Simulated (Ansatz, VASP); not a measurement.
## MgO: VASP beside Ansatz

INCAR

```
SYSTEM = MgO
  ALGO = Normal
  EDIFF = 1E-6
  ENCUT = 600
  GGA = PS
  GGA_COMPAT = .FALSE.
  ISIF = 2
  ISMEAR = -1
  LASPH = .TRUE.
  LCHARG = .TRUE.
  LELF = .TRUE.
  LREAL = .FALSE.
  LVHAR = .TRUE.
  LWAVE = .FALSE.
  NBANDS = 11
  NELM = 120
  PREC = Accurate
  SIGMA = 5E-4
```

Contents of KPOINTS:

```
k-points
0
G
  8 8 8
  0 0 0
```

File POSCAR:

```
MgO
1.0
    0.0000000000      2.1485000000      2.1485000000
    2.1485000000      0.0000000000      2.1485000000
    2.1485000000      2.1485000000      0.0000000000
Mg O
1 1
Direct
    0.0000000000      0.0000000000      0.0000000000
    0.5000000000      0.5000000000      0.5000000000
```

Input for Ansatz:

```yaml
crystal:
  lattice:
    - [0.0, 2.1485, 2.1485]
    - [2.1485, 0.0, 2.1485]
    - [2.1485, 2.1485, 0.0]
  atoms:
    - { symbol: Mg, position: [0.0, 0.0, 0.0] }
    - { symbol: O, position: [0.5, 0.5, 0.5] }
hamiltonian:
  xc: pbesol
  pseudopotentials: { kind: paw }
basis:
  ecutwfc: 420
kpoints:
  mp_grid: { grid: [8, 8, 8] }
scf:
  occupations: { method: fermi_dirac, width: 0.0005 }
  lower_state_search: "off"
  algorithm: density_mixing
  max_iter: 80
  mixing: {}
output:
  forces: true
  stress: true
```

Alike in both runs: task single point; functional PBEsol; k mesh 8 × 8 × 8; occupations fermi-dirac, width 0.0005 eV; no spin polarisation.

```csv
,VASP,Ansatz
version,VASP 6.6.1,Ansatz 0.2.0
potentials or method,"VASP PAW PBE potentials, release 64 (Mg, O), cutoff 600 eV","PAW, plane waves, scalar-relativistic"
valence electrons in the cell,8,16
```

|  | VASP | Ansatz | Ansatz less VASP |
| --- | --- | --- | --- |
| pressure (GPa) | -8.9 | -8.2 | +0.77 |

VASP's potentials were made for PBE, not for PBEsol. VASP's potentials hold 8 valence electrons a cell and Ansatz's 16, so a difference there can come from the potentials and not from the codes.
